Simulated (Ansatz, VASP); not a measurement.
**Zr in VASP and in Ansatz**

File INCAR:

```
ALGO = Normal ; EDIFF = 1E-6
ENCUT = 520 ; GGA = CA
ISIF = 2 ; ISMEAR = -1
LASPH = True ; LCHARG = False
LREAL = False ; LWAVE = False
NBANDS = 12 ; NELM = 60
PREC = Accurate ; SIGMA = 0.1
```

File KPOINTS:

```
k-points
0
Gamma
  21 21 21
```

Contents of POSCAR:

```
Zr
1.0
   -1.7438050176      1.7438050176      1.7438050176
    1.7438050176     -1.7438050176      1.7438050176
    1.7438050176      1.7438050176     -1.7438050176
Zr
1
Direct
    0.0000000000      0.0000000000      0.0000000000
```

Input for Ansatz:

```yaml
crystal:
  lattice:
    - [-1.7438050176, 1.7438050176, 1.7438050176]
    - [1.7438050176, -1.7438050176, 1.7438050176]
    - [1.7438050176, 1.7438050176, -1.7438050176]
  atoms:
    - { symbol: Zr, position: [0.0, 0.0, 0.0] }
hamiltonian:
  xc: lda
  pseudopotentials:
    kind: paw
    azcp:
      Zr: "pseudopotentials/Zr.paw.azcp"
basis:
  ecutwfc: 420
  fft_grid_basis: typed
kpoints:
  mp_grid: { grid: [21, 21, 21], shift: [0, 0, 0] }
magnetization:
  spin_polarized: false
scf:
  occupations: { method: fermi_dirac, width: 0.1 }
output:
  stress: true
```

Alike in both runs: task single point; functional LDA; k mesh 21 × 21 × 21; occupations fermi-dirac, width 0.1 eV; no spin polarisation.

|  | VASP | Ansatz |
| --- | --- | --- |
| version | VASP 6.6.1 | Ansatz 0.2.0 |
| potentials or method | VASP PAW LDA potentials, release 64 (Zr_sv), cutoff 520 eV | plane waves (420 eV) with PAW, scalar-relativistic |
| valence electrons in the cell | 12 | 12 |

Ansatz gave:

```
pressure (GPa) : -0.2
```

**Question.** Estimate VASP's values.

**Answer.** Pressure (GPa): -0.1.

Ansatz warns that its potentials were made for another functional, while VASP's fit it. LDA's correlation is that of Perdew and Zunger in VASP and of Perdew and Wang (1992) in Ansatz.
